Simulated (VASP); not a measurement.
# ZnO (P6_3mc) in VASP: notebook, part 3 of 3

VASP 6.6.1.

## 6. Single point, PBE+D4 (volume scaled by 0.98)

Contents of INCAR:

```
SYSTEM = ZnO
PREC = Accurate ; ENCUT = 910
EDIFF = 1E-6 ; ISMEAR = 0
SIGMA = 0.05 ; LREAL = .FALSE.
LASPH = .TRUE. ; NELM = 120
ALGO = Normal ; ISIF = 2
LWAVE = .FALSE. ; LCHARG = .TRUE.
GGA = PE ; IVDW = 13
LELF = .TRUE. ; LVHAR = .TRUE.
NBANDS = 26 ; GGA_COMPAT = .FALSE.
```

Contents of KPOINTS:

```
Automatic mesh
0
G
  8 8 6
  0 0 0
```

Contents of POSCAR:

```
ZnO
1.0
    3.2301062517      0.0000000000      0.0000000000
   -1.6150531258      2.7973540709      0.0000000000
    0.0000000000      0.0000000000      5.2122149087
Zn O
2 2
Direct
    0.3333333333      0.6666666667      0.0015124609
    0.6666666667      0.3333333333      0.5015124609
    0.3333333333      0.6666666667      0.3805875391
    0.6666666667      0.3333333333      0.8805875391
```

Potentials or basis: VASP PAW PBE potentials, release 64 (Zn, O_h).

The run is started by

```bash
$ cat potpaw_PBE.64/Zn/POTCAR potpaw_PBE.64/O_h/POTCAR > POTCAR
$ mpirun -np 1 vasp_std > vasp.out
```

OUTCAR:

```text
SYSTEM = ZnO
   PREC = Accurate
   ENCUT = 910
   EDIFF = 1E-6
   ISMEAR = 0
   LREAL = .FALSE.
   LASPH = .TRUE.
   NELM = 120
   ISIF = 2
   GGA = PE
   IVDW = 13

 ion  position               nearest neighbor table
   1  0.333  0.667  0.002-   4 1.97   4 1.97   4 1.97   3 1.98
   2  0.667  0.333  0.502-   3 1.97   3 1.97   3 1.97   4 1.98
   3  0.333  0.667  0.381-   2 1.97   2 1.97   2 1.97   1 1.98
   4  0.667  0.333  0.881-   1 1.97   1 1.97   1 1.97   2 1.98

  LATTYP: Found a hexagonal cell.
 ALAT       =     3.2301062517
 C/A-ratio  =     1.6136357453

  Lattice vectors:

 A1 = (   3.2301062517,   0.0000000000,   0.0000000000)
 A2 = (  -1.6150531258,   2.7973540709,   0.0000000000)
 A3 = (   0.0000000000,   0.0000000000,   5.2122149087)

Analysis of symmetry for initial positions (statically):
=====================================================================
 Subroutine PRICEL returns:
 Original cell was already a primitive cell.

 Routine SETGRP: Setting up the symmetry group for a
 hexagonal supercell.

 Subroutine GETGRP returns: Found 12 space group operations
 (whereof  6 operations were pure point group operations)
[... 173 lines left out ...]
 val. band max:        1.6305085628   @ k =   0.0000   0.0000   0.0000
 cond. band min:       2.4272686445   @ k =   0.0000   0.0000   0.0000
 fundamental gap:      0.7967600817
 Fermi energy:         1.8735131929

 k-point     1 :       0.0000    0.0000    0.0000
  band No.  band energies     occupation
      1     -16.5515      2.00000
      2     -15.8155      2.00000
      3      -4.1212      2.00000
      4      -4.1212      2.00000
      5      -4.1017      2.00000
      6      -4.0762      2.00000
[... 685 lines left out ...]
     25      15.1901      0.00000
     26      15.6042      0.00000

 [... further k-points ...]

------------------------ aborting loop because EDIFF is reached ----------------------------------------

  DFT-D4 for vdW energy calculation

  Edisp (eV):   -0.96539

  FORCE on cell =-STRESS in cart. coord.  units (eV):
  Direction    XX          YY          ZZ          XY          YZ          ZX
  --------------------------------------------------------------------------------------
  -------------------------------------------------------------------------------------
  Total       1.11121     1.11121     1.12659     0.00000     0.00000    -0.00000
  in kB      37.80260    37.80260    38.32579     0.00000     0.00000    -0.00000
  external pressure =       37.98 kB  Pullay stress =        0.00 kB

 VOLUME and BASIS-vectors are now :
 -----------------------------------------------------------------------------
  energy-cutoff  :      910.00
  volume of cell :       47.10
      direct lattice vectors                 reciprocal lattice vectors
     3.230106252  0.000000000  0.000000000     0.309587339  0.178740334  0.000000000
    -1.615053126  2.797354071  0.000000000     0.000000000  0.357480667  0.000000000
     0.000000000  0.000000000  5.212214909     0.000000000  0.000000000  0.191857016

 POSITION                                       TOTAL-FORCE (eV/Angst)
 -----------------------------------------------------------------------------------
     -0.00000      1.86490      0.00788         0.000000     -0.000000      0.002137
      1.61505      0.93245      2.61399        -0.000000      0.000000      0.002137
     -0.00000      1.86490      1.98370        -0.000000      0.000000     -0.002137
      1.61505      0.93245      4.58981         0.000000      0.000000     -0.002137
 -----------------------------------------------------------------------------------
    total drift:                               -0.000000     -0.000000      0.001017

  FREE ENERGIE OF THE ION-ELECTRON SYSTEM (eV)
  ---------------------------------------------------
  free  energy   TOTEN  =       -18.7803966123 eV

  energy  without entropy=      -18.7803966123  energy(sigma->0) =      -18.78039661
```

OSZICAR:

```text
N       E                     dE             d eps       ncg     rms          rms(c)
DAV:   1     0.397117011002E+03    0.39712E+03   -0.25105E+04  2080   0.295E+03
DAV:   2     0.468086480929E+02   -0.35031E+03   -0.32801E+03  2208   0.551E+02
DAV:   3    -0.178376706100E+02   -0.64646E+02   -0.62223E+02  2476   0.191E+02
DAV:   4    -0.210005627231E+02   -0.31629E+01   -0.31408E+01  2280   0.470E+01
DAV:   5    -0.210302228712E+02   -0.29660E-01   -0.29636E-01  2356   0.460E+00    0.151E+01
DAV:   6    -0.176290737621E+02    0.34011E+01   -0.60870E+00  3466   0.604E+01    0.913E+00
DAV:   7    -0.178597781729E+02   -0.23070E+00   -0.30767E+00  2404   0.166E+01    0.557E+00
DAV:   8    -0.178597309978E+02    0.47175E-04   -0.52810E-01  2814   0.706E+00    0.183E+00
DAV:   9    -0.178130596799E+02    0.46671E-01   -0.92790E-02  2948   0.573E+00    0.438E-01
DAV:  10    -0.178148261051E+02   -0.17664E-02   -0.42691E-02  2124   0.167E+00    0.123E-01
DAV:  11    -0.178150407589E+02   -0.21465E-03   -0.17463E-03  2504   0.869E-01    0.450E-02
DAV:  12    -0.178149986641E+02    0.42095E-04   -0.38543E-04  2512   0.591E-01    0.113E-02
DAV:  13    -0.178150148665E+02   -0.16202E-04   -0.47264E-05  2196   0.590E-02    0.227E-02
DAV:  14    -0.178150096654E+02    0.52010E-05   -0.11384E-05  2412   0.329E-02    0.423E-03
DAV:  15    -0.178150095946E+02    0.70854E-07   -0.12782E-06  1684   0.923E-03
   1 F= -.18780397E+02 E0= -.18780397E+02  d E =-.810538E-14
```

Wall time 40 s (1 thread of Intel Xeon 6975P-C (Granite Rapids), shared host); peak memory 0.27 GiB.

Results:

```yaml
Free_energy: -18.7804 eV
Pressure: 3.8 GPa
Band_gap_on_the_k_mesh: 0.80 eV, direct
Dispersion_energy_per_atom: -0.241 eV
```

Forces in eV/Å, atoms in the order of the input:
```
Zn   0.000  0.000  0.002
Zn   0.000  0.000  0.002
O    0.000  0.000 -0.002
O    0.000  0.000 -0.002
```

Levels at points of the mesh, in eV from the valence-band top:
```
           k point  band 14  band 15  band 16  band 17  band 18  band 19  band 20  band 21  band 22  band 23
(0.00, 0.00, 0.00)    -0.81    -0.81    -0.09     0.00     0.00     0.80     5.27     8.23    12.96    12.96
(0.50, 0.00, 0.00)    -3.58    -2.86    -2.30    -1.31    -0.85     5.82     6.88     7.58     8.59    10.63
(0.00, 0.00, 0.50)    -2.26    -0.40    -0.40    -0.40    -0.40     3.47     3.47    10.10    10.10    13.26
(0.50, 0.00, 0.50)    -3.78    -1.53    -1.53    -1.40    -1.40     5.72     5.72     8.49     8.49    11.34
```

Caveat: the cutoff is under 1.25 times the usual one of these potentials, so pressure, stress and relaxed cells hold a basis-set (Pulay) error.

## 7. Summary

```tsv
level	cell	gap on the mesh (eV)	pressure (GPa)	largest force (eV/Å)
revPBE+D3(BJ)	a = 3.214, b = 3.214, c = 5.187 Å, angles 90.0, 90.0, 120.0°, 4 atoms	0.88	6.9	0.01
RPBE+D4	a = 3.300, b = 3.300, c = 5.321 Å, angles 90.0, 90.0, 120.0°, 4 atoms	0.80	-4.0	0.01
PBEsol	a = 3.210, b = 3.210, c = 5.176 Å, angles 90.0, 90.0, 120.0°, 4 atoms	0.72	3.7	-
RPBE+D4	a = 3.257, b = 3.257, c = 5.252 Å, angles 90.0, 90.0, 120.0°, 4 atoms	0.85	0.9	-
PBE+D4	a = 3.230, b = 3.230, c = 5.212 Å, angles 90.0, 90.0, 120.0°, 4 atoms	0.80	3.8	-
```

Alike in all rows: task single point; potentials or basis VASP PAW PBE potentials, release 64 (Zn, O_h); no spin polarisation; k mesh 8 × 8 × 6; cutoff (eV) 910; smearing gaussian 0.05 eV.

Caveats: the cutoff is under 1.25 times the usual one of these potentials, so pressure, stress and relaxed cells hold a basis-set (Pulay) error; the PAW data sets were made with another functional, which shifts forces and pressure a little (some runs).

Total energies depend on the potentials used, so only differences within one code and one set of settings carry meaning.

## 8. Against experiment

Step 5. Measured gap of ZnO: 3.37 eV (quoted in “Electronic structure of alkaline earth and post-transition metal oxides”, 2009, arxiv:0908.1581). This calculation gives 0.85 eV (-2.52 eV). So large a miss can be the level of theory's own, or it may mean another phase, state or a wrong row. The value is that of RPBE+D4, without temperature or zero-point motion. Semilocal functionals fall short of measured gaps as a rule.
